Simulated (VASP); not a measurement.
Crystal: LaB6.

```
La B
1.0
     4.15469    0.00000    0.00000
     0.00000    4.15469    0.00000
     0.00000    0.00000    4.15469
La B
1 6
Direct
  0.00000 0.00000 0.00000
  0.19983 0.50000 0.50000
  0.50000 0.19983 0.50000
  0.80017 0.50000 0.50000
  0.50000 0.80017 0.50000
  0.50000 0.50000 0.19983
  0.50000 0.50000 0.80017
```

| Item | Value |
| --- | --- |
| Program | VASP 6.6.1 |
| Task | relaxation of cell and atoms |
| Functional | PBE |
| Dispersion | D3(BJ) |
| Potentials or basis | VASP PAW PBE potentials, release 64 (La, B) |
| Cutoff | 600 eV |
| k mesh | 8 × 8 × 8 |
| Occupations | gaussian, width 0.1 eV |
| Spin | no spin polarisation |

At the start: pressure -4.1 GPa; volume 10.25 Å³/atom.

Question: How do energy, volume and symmetry change on relaxing?

Answer: Over 5 steps the energy falls by 3.1 meV/atom and the volume is 10.01 Å³/atom (-2.3 %); space group Pm-3m (No. 221, to 0.1 Å) before and after.

Step by step:
```tsv
step	energy change (eV)	largest force (eV/Å)	pressure (GPa)	volume (Å³)
1	0.0000	0.0208	-4.05	71.72
2	-0.0132	0.0944	2.71	69.06
3	-0.0214	0.0678	0.03	70.06
4	-0.0208	0.1359	-0.02	70.03
5	-0.0216	0.0007	0.00	70.05
```

Final structure:
```
La B
1.0
     4.12222    0.00000    0.00000
     0.00000    4.12222    0.00000
     0.00000    0.00000    4.12222
La B
1 6
Direct
  0.00000 0.00000 0.00000
  0.19943 0.50000 0.50000
  0.50000 0.19943 0.50000
  0.80057 0.50000 0.50000
  0.50000 0.80057 0.50000
  0.50000 0.50000 0.19943
  0.50000 0.50000 0.80057
```
